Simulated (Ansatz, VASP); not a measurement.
**PbS: VASP beside Ansatz**

INCAR

```
SYSTEM = PbS
AGGAC    = 1.0          
AGGAX    = 1.0          
ALDAC    = 0.0          
ALDAX    = 1.0          
ALGO     = Normal         ! electronic algorithm
EDIFF    = 1E-6           ! SCF threshold, eV
ENCUT    = 520            ! plane-wave cutoff, eV
GGA      = B5             ! functional
ISIF     = 2              ! what is computed and relaxed
ISMEAR   = -1             ! smearing method
IVDW     = 13             ! dispersion correction
LASPH    = .TRUE.         ! aspherical terms in the spheres
LCHARG   = .TRUE.         ! write CHGCAR
LELF     = .TRUE.         ! ELF
LREAL    = .FALSE.        ! projectors in reciprocal space
LVHAR    = .TRUE.       
LWAVE    = .FALSE.        ! write WAVECAR
NBANDS   = 17             ! bands
NELM     = 80             ! most SCF steps
PREC     = Accurate       ! precision mode
SIGMA    = 0.05           ! smearing width, eV
VDW_A1   = 0.44488865   
VDW_A2   = 4.0933009    
VDW_S6   = 1.0          
VDW_S8   = 2.34076671
```

The input KPOINTS:

```
k-points
0
G
  8 8 8
  0 0 0
```

File POSCAR:

```
PbS
1.0
    0.0000000000      2.9853913009      2.9853913009
    2.9853913009      0.0000000000      2.9853913009
    2.9853913009      2.9853913009      0.0000000000
Pb S
1 1
Direct
    0.0000000000      0.0000000000      0.0000000000
    0.5000000000      0.5000000000      0.5000000000
```

Contents of input.yaml:

```yaml
crystal:
  lattice:
    - [0.0, 2.9853913009, 2.9853913009]
    - [2.9853913009, 0.0, 2.9853913009]
    - [2.9853913009, 2.9853913009, 0.0]
  atoms:
    - { symbol: Pb, position: [0.0, 0.0, 0.0] }
    - { symbol: S, position: [0.5, 0.5, 0.5] }
hamiltonian:
  xc: blyp
  pseudopotentials: { kind: paw }
  dispersion: d4
kpoints:
  mp_grid: { grid: [8, 8, 8] }
scf:
  occupations: { method: fermi_dirac, width: 0.05 }
output:
  forces: true
  stress: true
  eigenvalues: true
```

Alike in both runs: task single point; functional BLYP; dispersion D4; k mesh 8 × 8 × 8; occupations fermi-dirac, width 0.05 eV; no spin polarisation.

|  | VASP | Ansatz |
| --- | --- | --- |
| version | VASP 6.6.1 | Ansatz 0.2.0 |
| potentials or method | VASP PAW PBE potentials, release 64 (Pb_d, S) | Ansatz PAW |
| plane-wave cutoff (eV) | 520 | 420 |
| valence electrons in the cell | 20 | 20 |

```tsv
	VASP	Ansatz	Ansatz less VASP
gap on the k mesh at the Fermi level (eV)	0.54	0.56	+0.017
least direct gap on the mesh (eV)	0.54	0.56	+0.017
pressure (GPa)	0.8	0.8	-0.06
```

VASP's potentials were made for PBE, not for BLYP.

Neither program's run includes spin-orbit coupling.
